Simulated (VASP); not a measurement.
CaS:

```
CELL_PARAMETERS angstrom
0.00000 2.84793 2.84793
2.84793 0.00000 2.84793
2.84793 2.84793 0.00000
ATOMIC_POSITIONS crystal
Ca 0.00000 0.00000 0.00000
S 0.50000 0.50000 0.50000
```

Base run:

- Program: VASP 6.6.1
- Functional: PBE
- Potentials or basis: VASP PAW PBE potentials, release 64 (Ca_sv, S)
- Cutoff: 500 eV
- k mesh: 6 × 6 × 6
- Occupations: gaussian, width 0.01 eV
- Spin: no spin polarisation

Its results: band gap on the k mesh 2.36 eV (least direct gap 3.16 eV); pressure 0.6 GPa.

Q: The run is repeated on the same cell with these changes: functional from PBE to r2SCAN; cutoff from 500 eV to 550 eV. What comes out?

A: Band gap on the k mesh 2.80 eV (least direct gap 3.63 eV); pressure 0.3 GPa.

Caveats: the PAW data sets were made with another functional, which shifts forces and pressure a little (at least some runs).

A k mesh can miss the band edges.
